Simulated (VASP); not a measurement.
# LiF in VASP: further runs

LiF is run at these levels: LDA; tasks: single point.

All numbers are computed with VASP 6.6.1; they aren't measurements. Logs are shortened: lines on timing, memory, paths and dates and some standing lists are left out, and cuts for length are marked.

### 1 The cell of the first run

It takes space group Fm-3m (No. 225, cubic). The conventional cell has a = 3.909 Å, b = 3.909 Å, c = 3.909 Å, α = 90.00°, β = 90.00°, γ = 90.00°. Within 2.6 Å of Li (site symmetry m-3m) lie 6 F at 1.95 Å. F (site symmetry m-3m) has 6 Li at 1.95 Å within 2.6 Å.

### 2 Single point, LDA

INCAR reads:

```
ALGO = Normal
EDIFF = 1E-6
ENCUT = 520
ISIF = 2
ISMEAR = -1
LASPH = True
LCHARG = False
LREAL = False
LWAVE = False
NBANDS = 12
NELM = 60
PREC = Accurate
SIGMA = 0.1
```

KPOINTS reads:

```
k-points
0
Gamma
  14 14 14
```

POSCAR reads:

```
LiF
1.0
    1.9544648837      1.9544648837      0.0000000000
   -1.9544648837      1.9544648837      0.0000000000
    0.0000000000      1.9544648837      1.9544648837
Li F
1 1
Direct
    0.0000000000      0.0000000000      0.0000000000
    0.5000000000      0.5000000000      0.0000000000
```

Potentials or basis: VASP PAW LDA potentials, release 64 (Li_sv, F).

Started as:

```bash
$ cat potpaw_LDA.64/Li_sv/POTCAR potpaw_LDA.64/F/POTCAR > POTCAR
$ mpirun -np 1 vasp_std > vasp.out
```

OUTCAR:

```text
EDIFF = 1E-6
   ENCUT = 520
   ISIF = 2
   ISMEAR = -1
   LASPH = True
   LREAL = False
   NELM = 60
   PREC = Accurate

 ion  position               nearest neighbor table
   1  0.000  0.000  0.000-   2 1.95   2 1.95   2 1.95   2 1.95   2 1.95   2 1.95
   2  0.500  0.500  0.000-   1 1.95   1 1.95   1 1.95   1 1.95   1 1.95   1 1.95

  LATTYP: Found a face centered cubic cell.
 ALAT       =     3.9089297674

  Lattice vectors:

 A1 = (   0.0000000000,   1.9544648837,   1.9544648837)
 A2 = (   1.9544648837,   0.0000000000,   1.9544648837)
 A3 = (   1.9544648837,   1.9544648837,   0.0000000000)

Analysis of symmetry for initial positions (statically):
=====================================================================
 Subroutine PRICEL returns:
 Original cell was already a primitive cell.

 Routine SETGRP: Setting up the symmetry group for a
 face centered cubic supercell.

 Subroutine GETGRP returns: Found 48 space group operations
[... 9 lines left out ...]

 Routine SETGRP: Setting up the symmetry group for a
 face centered cubic supercell.

 Subroutine GETGRP returns: Found 48 space group operations
[... 11 lines left out ...]
                                     Primitive cell

  volume of cell :      14.9318

  direct lattice vectors                    reciprocal lattice vectors
     1.954464884  1.954464884  0.000000000     0.255824499  0.255824499 -0.255824499
    -1.954464884  1.954464884  0.000000000    -0.255824499  0.255824499 -0.255824499
     0.000000000  1.954464884  1.954464884     0.000000000  0.000000000  0.511648998

  length of vectors
     2.764030746  2.764030746  2.764030746     0.443101030  0.443101030  0.511648998

  position of ions in fractional coordinates (direct lattice)
     0.000000000  0.000000000  0.000000000
     0.500000000  0.500000000  0.000000000

  ion indices of the primitive-cell ions
   primitive index   ion index
                 1           1
                 2           2

----------------------------------------------------------------------------------------

 KPOINTS: k-points

Automatic generation of k-mesh.
 Grid dimensions read from file:
 generate k-points for:   14   14   14

 Generating k-lattice:

  Cartesian coordinates                     Fractional coordinates (reciprocal lattice)
     0.018273179  0.018273179 -0.018273179     0.071428571  0.000000000  0.000000000
    -0.018273179  0.018273179 -0.018273179     0.000000000  0.071428571  0.000000000
     0.000000000  0.000000000  0.036546357     0.000000000  0.000000000  0.071428571

  Length of vectors
     0.031650074  0.031650074  0.036546357

  Shift w.r.t. Gamma in fractional coordinates (k-lattice)
     0.000000000  0.000000000  0.000000000

 Subroutine IBZKPT returns following result:
 ===========================================

 Found    104 irreducible k-points:

 Following reciprocal coordinates:
            Coordinates               Weight
  0.000000  0.000000  0.000000      1.000000
  0.071429  0.000000  0.000000      8.000000
  0.142857  0.000000  0.000000      8.000000
  0.214286  0.000000  0.000000      8.000000
  0.285714  0.000000  0.000000      8.000000
  0.357143  0.000000  0.000000      8.000000
[... 16 lines left out ...]
  0.214286  0.142857  0.000000     24.000000
  0.285714  0.142857  0.000000     24.000000
 [... further k-points ...]
   k-points           NKPTS =    104   k-points in BZ     NKDIM =    104   number of bands    NBANDS=     12
   number of dos      NEDOS =    301   number of ions     NIONS =      2
   total plane-waves  NPLWV =  13824
   dimension x,y,z NGX =    24 NGY =   24 NGZ =   24
   dimension x,y,z NGXF=    48 NGYF=   48 NGZF=   48
   ions per type =               1   1
   NGX,Y,Z   is equivalent  to a cutoff of  14.44, 14.44, 14.44 a.u.
   NGXF,Y,Z  is equivalent  to a cutoff of  28.87, 28.87, 28.87 a.u.
 SYSTEM =  unknown system
   PREC   = accura    normal or accurate (medium, high low for compatibility)
   ISTART =      0    job   : 0-new  1-cont  2-samecut
   ICHARG =      2    charge: 1-file 2-atom 10-const
   ISPIN  =      1    spin polarized calculation?
   LNONCOLLINEAR =      F non collinear calculations
   LSORBIT =      F    spin-orbit coupling
   LASPH  =      T    aspherical Exc in radial PAW
   ENCUT  =  520.0 eV  38.22 Ry    6.18 a.u.   5.14  5.14  5.14*2*pi/ulx,y,z
   NELM   =     60;   NELMIN=  2; NELMDL= -5     # of ELM steps
   EDIFF  = 0.1E-05   stopping-criterion for ELM
   LREAL  =      F    real-space projection
[... 7 lines left out ...]
   TEBEG  =    0.0;   TEEND  =   0.0 temperature during run
   PSTRESS=    0.0 pullay stress
   NELECT =      10.0000    total number of electrons
   NUPDOWN=      -1.0000    fix difference up-down
   EMIN   =  10.00;   EMAX   =-10.00  energy-range for DOS
   EFERMI =   0.00;   METHOD = LEGACY
   ISMEAR =    -1;   SIGMA  =   0.10  broadening in eV -4-tet -1-fermi 0-gaus
   EFERMI_NEDOS =   21; number of points for ismear=-14 and -15
   IALGO  =     38    algorithm
   IMIX   =      4    mixing-type and parameters
     AMIX     =   0.40;   BMIX     =  1.00
     AMIX_MAG =   1.60;   BMIX_MAG =  1.00
  volume/ion in A,a.u.               =       7.47        50.38
  Fermi-wavevector in a.u.,A,eV,Ry     =   1.432310  2.706673 27.912506  2.051511
  Thomas-Fermi vector in A             =   2.551951
   LORBIT       =      0    0 simple, 1 ext, 2 COOP (PROOUT), +10 PAW based schemes
   GGA     = CA    functional components
   LHFCALC =     F    Hartree Fock is set to
   AEXX    =    0.0000 exact exchange contribution
   IVDW    =     0    specifies the selected vdW correction
   LEPSILON=     F    determine dielectric tensor
   LRPA    =     F    only Hartree local field effects (RPA)
 non-spin polarized calculation
  energy-cutoff  :      520.00
  volume of cell :       14.93
 maximum number of plane-waves:       411
 NGX is ok and might be reduce to    24
   NGX = 11   NGY = 11   NGZ = 11

 number of electron      10.0000006 magnetization

 Free energy of the ion-electron system (eV)
  ---------------------------------------------------
  ext. energy  EPLUGINS =         0.00000000
  ---------------------------------------------------
  free energy    TOTEN  =       -10.50034395 eV

  energy without entropy =      -10.50034395  energy(sigma->0) =      -10.50034395

 E-fermi :   1.6446     XC(G=0): -11.1263

 val. band max:       -0.7071451297   @ k =   0.0714   0.0714   0.0000
 cond. band min:       8.9804599890   @ k =   0.0000   0.0000   0.0000
 fundamental gap:      9.6876051187
 Fermi energy:         1.6445987816

 k-point     1 :       0.0000    0.0000    0.0000
  band No.  band energies     occupation
      1     -40.3021      2.00000
      2     -20.5381      2.00000
      3      -0.7091      2.00000
      4      -0.7091      2.00000
      5      -0.7091      2.00000
      6       8.9805      0.00000
      7      23.9195      0.00000
      8      23.9195      0.00000
      9      23.9196      0.00000
     10      24.0842      0.00000
     11      24.0842      0.00000
     12      24.0842      0.00000

 k-point     2 :       0.0714    0.0000    0.0000
  band No.  band energies     occupation
      1     -40.2971      2.00000
      2     -20.5145      2.00000
      3      -0.8784      2.00000
      4      -0.7230      2.00000
      5      -0.7230      2.00000
      6       9.1298      0.00000
      7      21.8474      0.00000
      8      22.9682      0.00000
      9      22.9682      0.00000
     10      24.8876      0.00000
     11      24.8876      0.00000
     12      25.1120      0.00000

 k-point     3 :       0.1429    0.0000    0.0000
  band No.  band energies     occupation
      1     -40.2830      2.00000
      2     -20.4480      2.00000
      3      -1.3300      2.00000
      4      -0.7616      2.00000
      5      -0.7616      2.00000
      6       9.4998      0.00000
      7      19.7658      0.00000
      8      21.8159      0.00000
      9      21.8159      0.00000
     10      25.7800      0.00000
     11      25.7984      0.00000
     12      25.7984      0.00000

 k-point     4 :       0.2143    0.0000    0.0000
  band No.  band energies     occupation
      1     -40.2626      2.00000
      2     -20.3490      2.00000
      3      -1.9355      2.00000
      4      -0.8160      2.00000
      5      -0.8160      2.00000
      6       9.9166      0.00000
      7      18.1835      0.00000
      8      20.6940      0.00000
      9      20.6940      0.00000
     10      26.6393      0.00000
     11      26.8989      0.00000
     12      26.8989      0.00000

 k-point     5 :       0.2857    0.0000    0.0000
  band No.  band energies     occupation
      1     -40.2401      2.00000
      2     -20.2348      2.00000
      3      -2.5601      2.00000
      4      -0.8747      2.00000
      5      -0.8747      2.00000
      6      10.1891      0.00000
      7      17.2158      0.00000
      8      19.7310      0.00000
      9      19.7310      0.00000
     10      27.7143      0.00000
     11      28.2111      0.00000
     12      28.2111      0.00000
[... 228 lines left out ...]
      1     -40.2954      2.00000
      2     -20.5062      2.00000
      3      -0.8550      2.00000
      4      -0.7701      2.00000
      5      -0.7701      2.00000
      6       9.1872      0.00000
      7      22.4156      0.00000
      8      22.4156      0.00000
      9      22.6352      0.00000
     10      23.0656      0.00000
     11      26.0907      0.00000
     12      26.0907      0.00000

 k-point    22 :       0.1429    0.1429    0.0000
  band No.  band energies     occupation
      1     -40.2563      2.00000
      2     -20.3104      2.00000
      3      -1.9166      2.00000
      4      -1.2302      2.00000
      5      -0.7368      2.00000
      6      10.2120      0.00000
      7      17.7613      0.00000
      8      20.3117      0.00000
      9      20.7072      0.00000
     10      25.6805      0.00000
     11      26.3429      0.00000
     12      29.5155      0.00000

 k-point    23 :       0.2143    0.1429    0.0000
  band No.  band energies     occupation
      1     -40.2363      2.00000
      2     -20.2005      2.00000
      3      -2.3886      2.00000
      4      -1.4547      2.00000
      5      -0.7933      2.00000
      6      10.6524      0.00000
      7      16.7207      0.00000
      8      19.8550      0.00000
      9      19.8636      0.00000
     10      26.7401      0.00000
     11      27.2003      0.00000
     12      30.3658      0.00000

 k-point    24 :       0.2857    0.1429    0.0000
  band No.  band energies     occupation
      1     -40.2170      2.00000
      2     -20.0889      2.00000
      3      -2.8759      2.00000
      4      -1.5885      2.00000
      5      -0.8825      2.00000
      6      10.9313      0.00000
      7      16.1148      0.00000
      8      19.1963      0.00000
      9      19.4517      0.00000
     10      28.1886      0.00000
     11      28.2720      0.00000
     12      30.6524      0.00000

 [... further k-points ...]

------------------------ aborting loop because EDIFF is reached ----------------------------------------

  FORCE on cell =-STRESS in cart. coord.  units (eV):
  Direction    XX          YY          ZZ          XY          YZ          ZX
  --------------------------------------------------------------------------------------
  -------------------------------------------------------------------------------------
  Total       -0.0212875     -0.0212875     -0.0212875     -0.0000000      0.0000000     -0.0000000
  in kB       -2.2841360     -2.2841360     -2.2841360     -0.0000000      0.0000000     -0.0000000
  external PRESSURE =      -2.2841360 kB  Pullay stress =       0.0000000 kB

 VOLUME and BASIS-vectors are now :
 -----------------------------------------------------------------------------
  energy-cutoff  :      520.00
  volume of cell :       14.93
      direct lattice vectors                 reciprocal lattice vectors
     1.954464884  1.954464884  0.000000000     0.255824499  0.255824499 -0.255824499
    -1.954464884  1.954464884  0.000000000    -0.255824499  0.255824499 -0.255824499
     0.000000000  1.954464884  1.954464884     0.000000000  0.000000000  0.511648998

 POSITION                                       TOTAL-FORCE (eV/Angst)
 -----------------------------------------------------------------------------------
      0.00000      0.00000      0.00000         0.000000     -0.000000      0.000000
      0.00000      1.95446      0.00000        -0.000000      0.000000      0.000000
 -----------------------------------------------------------------------------------
    total drift:                                0.000000     -0.000000     -0.000000

  FREE ENERGIE OF THE ION-ELECTRON SYSTEM (eV)
  ---------------------------------------------------
  free  energy   TOTEN  =       -10.5003439489 eV

  energy  without entropy=      -10.5003439489  energy(sigma->0) =      -10.50034395
```

Wall time 36 s (1 thread of AMD EPYC 7R13, shared host); peak memory 0.1 GiB.

What came out:

| Property | Result |
| --- | --- |
| Free energy | -10.5003 eV |
| Band gap on the k mesh | 9.69 eV, indirect (the least direct gap lies 2.0 meV higher) |

Caveat: the cutoff is under 1.25 times the usual one of these potentials, so pressure, stress and relaxed cells hold a basis-set (Pulay) error. Expect the measured gap to be larger: semilocal functionals such as LDA lack the derivative discontinuity.

### 3 Single point, LDA (in-plane strain +0.005, then relaxed in part)

INCAR reads:

```
SYSTEM = LiF
PREC = Accurate
ENCUT = 520
EDIFF = 1E-7
ISMEAR = 0
SIGMA = 0.01
LREAL = .False.
LASPH = .True.
NELM = 80
ALGO = Normal
ISIF = 2
LWAVE = .False.
LCHARG = .False.
GGA = CA
NBANDS = 12
```

KPOINTS reads:

```
regular mesh
0
Gamma
  10 10 10
  0 0 0
```

POSCAR reads:

```
LiF
1.0
    1.9642372081      1.9642372081      0.0000000000
   -1.9642372081      1.9642372081      0.0000000000
    0.0000000000      1.9642372081      1.9486014890
Li F
1 1
Direct
    0.0000000000      0.0000000000      0.0000000000
    0.5000000000      0.5000000000      0.0000000000
```

Potentials or basis: VASP PAW LDA potentials, release 64 (Li_sv, F).

Started as:

```bash
$ cat potpaw_LDA.64/Li_sv/POTCAR potpaw_LDA.64/F/POTCAR > POTCAR
$ mpirun -np 1 vasp_std > vasp.out
```

OUTCAR:

```text
SYSTEM = LiF
   PREC = Accurate
   ENCUT = 520
   EDIFF = 1E-7
   ISMEAR = 0
   LREAL = .False.
   LASPH = .True.
   NELM = 80
   ISIF = 2
   GGA = CA

 ion  position               nearest neighbor table
   1  0.000  0.000  0.000-   2 1.95   2 1.95   2 1.96   2 1.96   2 1.96   2 1.96
   2  0.500  0.500  0.000-   1 1.95   1 1.95   1 1.96   1 1.96   1 1.96   1 1.96

  LATTYP: Found a body centered tetragonal cell.
 ALAT       =     2.7778508994
 C/A-ratio  =     1.4029561410

  Lattice vectors:

 A1 = (   1.9642372081,   0.0000000000,  -1.9486014890)
 A2 = (  -1.9642372081,   0.0000000000,  -1.9486014890)
 A3 = (   0.0000000000,   1.9642372081,   1.9486014890)

Analysis of symmetry for initial positions (statically):
=====================================================================
 Subroutine PRICEL returns:
 Original cell was already a primitive cell.

 Routine SETGRP: Setting up the symmetry group for a
 body centered tetragonal supercell.

 Subroutine GETGRP returns: Found 16 space group operations
 (whereof 16 operations were pure point group operations)
 out of a pool of 16 trial point group operations.

The static configuration has the point symmetry D_4h.

[... 174 lines left out ...]
      5      -0.7501      2.00000
      6       8.8622      0.00000
      7      23.7118      0.00000
      8      23.7118      0.00000
      9      23.9155      0.00000
     10      23.9432      0.00000
     11      23.9432      0.00000
     12      24.0160      0.00000
[... 331 lines left out ...]
 k-point    24 :       0.4000    0.3000    0.0000
  band No.  band energies     occupation
      1     -40.2436      2.00000
      2     -19.8124      2.00000
      3      -3.4615      2.00000
      4      -2.5903      2.00000
      5      -1.4729      2.00000
      6      13.0502      0.00000
      7      14.7173      0.00000
      8      18.6676      0.00000
      9      19.1009      0.00000
     10      24.6133      0.00000
     11      32.9815      0.00000
     12      33.5528      0.00000

 [... further k-points ...]

------------------------ aborting loop because EDIFF is reached ----------------------------------------

  FORCE on cell =-STRESS in cart. coord.  units (eV):
  Direction    XX          YY          ZZ          XY          YZ          ZX
  --------------------------------------------------------------------------------------
  -------------------------------------------------------------------------------------
  Total       -0.1053654     -0.1053654     -0.0253793      0.0000000      0.0000000     -0.0000000
  in kB      -11.2271072    -11.2271072     -2.7042665      0.0000000      0.0000000     -0.0000000
  external PRESSURE =      -8.3861603 kB  Pullay stress =       0.0000000 kB

 VOLUME and BASIS-vectors are now :
 -----------------------------------------------------------------------------
  energy-cutoff  :      520.00
  volume of cell :       15.04
      direct lattice vectors                 reciprocal lattice vectors
     1.964237208  1.964237208  0.000000000     0.254551740  0.254551740 -0.256594282
    -1.964237208  1.964237208  0.000000000    -0.254551740  0.254551740 -0.256594282
     0.000000000  1.964237208  1.948601489     0.000000000  0.000000000  0.513188564

 POSITION                                       TOTAL-FORCE (eV/Angst)
 -----------------------------------------------------------------------------------
      0.00000      0.00000      0.00000         0.000000      0.000000      0.000000
      0.00000      1.96424      0.00000        -0.000000     -0.000000      0.000000
 -----------------------------------------------------------------------------------
    total drift:                                0.000000     -0.000000     -0.000000

  FREE ENERGIE OF THE ION-ELECTRON SYSTEM (eV)
  ---------------------------------------------------
  free  energy   TOTEN  =       -10.5001397928 eV

  energy  without entropy=      -10.5001397928  energy(sigma->0) =      -10.50013979
```

OSZICAR:

```text
N       E                     dE             d eps       ncg     rms          rms(c)
DAV:   1     0.287080368915E+02    0.28708E+02   -0.53978E+03  2536   0.844E+02
DAV:   2    -0.100009560639E+02   -0.38709E+02   -0.37875E+02  2972   0.186E+02
DAV:   3    -0.109830553184E+02   -0.98210E+00   -0.97952E+00  3200   0.257E+01
DAV:   4    -0.109924584054E+02   -0.94031E-02   -0.94027E-02  2812   0.264E+00
DAV:   5    -0.109925522977E+02   -0.93892E-04   -0.93892E-04  3148   0.193E-01    0.424E+00
DAV:   6    -0.105155120237E+02    0.47704E+00   -0.21712E+00  2756   0.918E+00    0.129E+00
DAV:   7    -0.105052298866E+02    0.10282E-01   -0.15622E-02  3196   0.107E+00    0.779E-01
DAV:   8    -0.105001508532E+02    0.50790E-02   -0.82905E-03  3328   0.971E-01    0.946E-02
DAV:   9    -0.105001273502E+02    0.23503E-04   -0.70045E-04  2740   0.244E-01    0.365E-02
DAV:  10    -0.105001404033E+02   -0.13053E-04   -0.25901E-05  2924   0.379E-02    0.808E-03
DAV:  11    -0.105001398051E+02    0.59817E-06   -0.15899E-06  3084   0.134E-02    0.131E-03
DAV:  12    -0.105001397928E+02    0.12239E-07   -0.23719E-07  2864   0.337E-03
   1 F= -.10500140E+02 E0= -.10500140E+02  d E =-.210057E-53
```

Wall time 45 s (1 thread of AMD EPYC 7R13, shared host); peak memory 0.1 GiB.

What came out:

- Free energy: -10.5001 eV
- Band gap on the k mesh: 9.61 eV, direct

Caveat: the cell differs from its parent crystal (in-plane strain +0.005, then relaxed in part); the cutoff is under 1.25 times the usual one of these potentials, so pressure, stress and relaxed cells hold a basis-set (Pulay) error.

(Part 1 of 2 ends here.)
